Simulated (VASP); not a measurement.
Here is a VASP 6.6.1 calculation.

POSCAR

```
SnO
1.0
    4.1254993130      0.0000000000      0.0000000000
   -2.0627496565      3.5727872084      0.0000000000
    0.0000000000      0.0000000000      5.1854029691
Sn O
2 2
Direct
    0.3333333333      0.6666666667      0.2500000000
    0.6666666667      0.3333333333      0.7500000000
    0.6666666667      0.3333333333      0.2500000000
    0.3333333333      0.6666666667      0.7500000000
```

Contents of INCAR.step1:

```
SYSTEM = SnO
  PREC = Accurate
  ENCUT = 520
  ISMEAR = 0
  SIGMA = 0.01
  LREAL = .False.
  LASPH = .True.
  NELM = 100
  NBANDS = 28
  ISYM = 0
  GGA = PE
  ALGO = Normal
  EDIFF = 1E-4
  LWAVE = .True.
  LCHARG = .False.
```

The input INCAR.step2:

```
SYSTEM = SnO
  PREC = Accurate
  ENCUT = 520
  EDIFF = 1E-7
  ISMEAR = 0
  SIGMA = 0.01
  LREAL = .False.
  LASPH = .True.
  NELM = 100
  ALGO = Normal
  ISIF = 2
  LWAVE = .False.
  LCHARG = .False.
  METAGGA = R2SCAN
  LMIXTAU = .True.
  NBANDS = 28
  ISYM = 0
  ISTART = 1
```

KPOINTS

```
Automatic mesh
0
Gamma
  6 6 4
  0.5 0.5 0.5
```

Potentials or basis: VASP PAW PBE potentials, release 64 (Sn_d, O).

Run with:

```bash
$ cat potpaw_PBE.64/Sn_d/POTCAR potpaw_PBE.64/O/POTCAR > POTCAR
$ cp INCAR.step1 INCAR
$ mpirun -np 1 vasp_std > vasp.out
$ cp INCAR.step2 INCAR
$ mpirun -np 1 vasp_std > vasp.out
```

**Question.** Predict the pressure.

**Answer.** 0.5 GPa.

**Question.** What does it give for the band gap on the k mesh?

**Answer.** 0.94 eV, indirect (least direct gap 1.11 eV).

Stress tensor (GPa, compression positive):
```
0.56 0.00 0.00
0.00 0.56 0.00
0.00 0.00 0.31
```

Caveat: the PAW data sets were made with another functional, which shifts forces and pressure a little; spin-orbit coupling is left out, which moves the levels of the heavy elements. r2SCAN opens gaps a little over a GGA but as a rule still falls short of measured ones.
